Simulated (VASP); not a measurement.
Runs of VASP 6.6.1 on TiB2. The structure is that of space group P6/mmm (No. 191), or close to it. The cells are those of the table. 

| task | cell | cutoff (eV) | gap on the mesh (eV) | pressure (GPa) |
| --- | --- | --- | --- | --- |
| relaxation of shape and atoms at fixed volume | relaxed from a = 3.029, b = 3.029, c = 3.228 Å, angles 90.0, 90.0, 120.0°, 3 atoms | 600 | none | -5.1 |
| relaxation of shape and atoms at fixed volume | relaxed from a = 2.752, b = 2.752, c = 2.933 Å, angles 90.0, 90.0, 120.0°, 3 atoms | 600 | none | 117.4 |
| single point | a = 2.787, b = 2.787, c = 2.860 Å, angles 90.0, 90.0, 120.0°, 3 atoms | 520 | none | (a) |
| relaxation of shape and atoms at fixed volume | relaxed from a = 2.482, b = 2.482, c = 2.645 Å, angles 90.0, 90.0, 120.0°, 3 atoms | 600 | none | 452.6 |
| single point | a = 3.036, b = 3.036, c = 3.213 Å, angles 90.0, 90.0, 120.0°, 3 atoms | 520 | none | -5.1 |
| single point | a = 2.537, b = 2.537, c = 2.532 Å, angles 90.0, 90.0, 120.0°, 3 atoms | 520 | none | 452.9 |

Alike in all rows: level PBEsol; potentials or basis VASP PAW PBE potentials, release 64 (Ti_sv, B); no spin polarisation; k mesh 14 × 14 × 11; smearing fermi-dirac 0.05 eV.

Fill in the values left out.

(a) 117.5.

Caveats: the PAW data sets were made with another functional, which shifts forces and pressure a little; the cell stands under pressure (at least some runs); the cell stands under tension (at least some runs).

A gap of «none» marks levels without a gap at the run's occupations.
